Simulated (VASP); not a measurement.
## HfC (WC type): single point with PBE

HfC (WC type):

```
CELL_PARAMETERS angstrom
2.85744 0.00000 0.00000
-1.42872 2.47462 0.00000
0.00000 0.00000 2.69031
ATOMIC_POSITIONS crystal
Hf 0.00000 0.00000 0.00000
C 0.33333 0.66667 0.50000
```

```json
{"Program": "VASP 6.6.1", "Task": "single point", "Functional": "PBE", "Potentials or basis": "VASP PAW PBE potentials, release 64 (Hf_pv, C)", "Cutoff": "520 eV", "k mesh": "14 × 14 × 13", "Occupations": "fermi-dirac, width 0.08 eV", "Spin": "no spin polarisation", "Dipole correction": "no", "Further INCAR settings": "ALGO = Normal; EDIFF = 1e-06; NBANDS = 14"}
```

The pressure is 119.4 GPa and the band gap on the k mesh is zero (bands 7 and 8 overlap by 0.99 eV).

Stress tensor (GPa, compression positive):
```
119.83   0.00   0.00
  0.00 119.83   0.00
  0.00   0.00 118.49
```

Levels at points of the mesh, in eV from the Fermi level:
| k point | band 3 | band 4 | band 5 | band 6 | band 7 | band 8 | band 9 | band 10 | band 11 | band 12 |
| --- | --- | --- | --- | --- | --- | --- | --- | --- | --- | --- |
| (0.00, 0.00, 0.00) | -28.17 | -13.52 | -2.26 | -2.12 | -2.12 | 1.99 | 7.50 | 8.51 | 8.51 | 8.92 |
| (0.50, 0.00, 0.00) | -27.87 | -9.90 | -5.35 | -1.66 | -1.53 | 0.91 | 7.12 | 8.74 | 9.25 | 10.36 |

It took 45 s on 1 thread of Intel Xeon 8259CL, on a shared host, peak memory 0.17 GiB.

Caveat: the cell stands under pressure; spin-orbit coupling is left out, which moves the levels of the heavy elements.
